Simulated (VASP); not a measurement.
Set up this calculation in VASP 6.6.1, as the native input.

* Task: single point
* Functional: PBE
* Potentials or basis: VASP PAW PBE potentials, release 64 (Mg, Zn, O)
* Cutoff: 520 eV
* k mesh: 8 × 8 × 2
* Occupations: gaussian, width 0.02 eV
* Spin: no spin polarisation
* Dipole correction: no
* k mesh for the DOS: 12 × 12 × 3
* Occupations for the DOS: tetrahedron
* Further INCAR settings: ALGO = Normal; EDIFF = 1e-06; NBANDS = 41

Mg5ZnO6:

```
Mg Zn O
1.0
     3.01862    0.00000    0.00000
     0.00000    3.01862    0.00000
     0.00000    0.00000   12.79928
Mg Zn O
5 1 6
Direct
  0.00000 0.00000 0.66558
  0.50000 0.50000 0.50000
  0.00000 0.00000 0.33442
  0.50000 0.50000 0.16681
  0.50000 0.50000 0.83319
  0.00000 0.00000 0.00000
  0.00000 0.00000 0.50000
  0.50000 0.50000 0.33402
  0.00000 0.00000 0.16910
  0.50000 0.50000 0.00000
  0.00000 0.00000 0.83090
  0.50000 0.50000 0.66598
```

These files were run (other wordings do the same):

POSCAR

```
Mg5ZnO6
1.0
    3.0186229121      0.0000000000      0.0000000000
    0.0000000000      3.0186229121      0.0000000000
    0.0000000000      0.0000000000     12.7992760565
Mg Zn O
5 1 6
Direct
    0.0000000000      0.0000000000      0.6655847162
    0.5000000000      0.5000000000      0.5000000000
    0.0000000000      0.0000000000      0.3344152838
    0.5000000000      0.5000000000      0.1668094998
    0.5000000000      0.5000000000      0.8331905002
    0.0000000000      0.0000000000      0.0000000000
    0.0000000000      0.0000000000      0.5000000000
    0.5000000000      0.5000000000      0.3340229278
    0.0000000000      0.0000000000      0.1690970157
    0.5000000000      0.5000000000      0.0000000000
    0.0000000000      0.0000000000      0.8309029843
    0.5000000000      0.5000000000      0.6659770722
```

INCAR.step1

```
SYSTEM = Mg5ZnO6
PREC = Accurate
ENCUT = 520
EDIFF = 1E-6
ISMEAR = 0
SIGMA = 0.02
LREAL = .False.
LASPH = .True.
NELM = 60
ALGO = Normal
ISIF = 2
LWAVE = .False.
LCHARG = .True.
GGA = PE
NBANDS = 41
```

KPOINTS.step1

```
regular mesh
0
Gamma
  8 8 2
  0 0 0
```

INCAR.step2

```
SYSTEM = Mg5ZnO6
PREC = Accurate
ENCUT = 520
EDIFF = 1E-6
ISMEAR = -5
SIGMA = 0.02
LREAL = .False.
LASPH = .True.
NELM = 60
ALGO = Normal
ISIF = 2
LWAVE = .False.
LCHARG = .False.
GGA = PE
LORBIT = 11
NBANDS = 41
NEDOS = 1001
ICHARG = 11
```

KPOINTS.step2

```
regular mesh
0
Gamma
  12 12 3
  0 0 0
```

Potentials or basis: VASP PAW PBE potentials, release 64 (Mg, Zn, O).

The run is started by

```bash
$ cat potpaw_PBE.64/Mg/POTCAR potpaw_PBE.64/Zn/POTCAR potpaw_PBE.64/O/POTCAR > POTCAR
$ cp INCAR.step1 INCAR
$ cp KPOINTS.step1 KPOINTS
$ mpirun -np 1 vasp_std > vasp.out
$ cp INCAR.step2 INCAR
$ cp KPOINTS.step2 KPOINTS
$ mpirun -np 1 vasp_std > vasp.out
```

It gave:

The valence electrons inside the program's atomic spheres are Mg 0.39, 0.38 (each value once); Zn 10.73; O 5.08, 5.07, 5.03 (each value once).

Wall time 9.2 min on 1 thread of Oxide Virtual Turin-like Processor, on a shared host, peak memory 0.33 GiB.
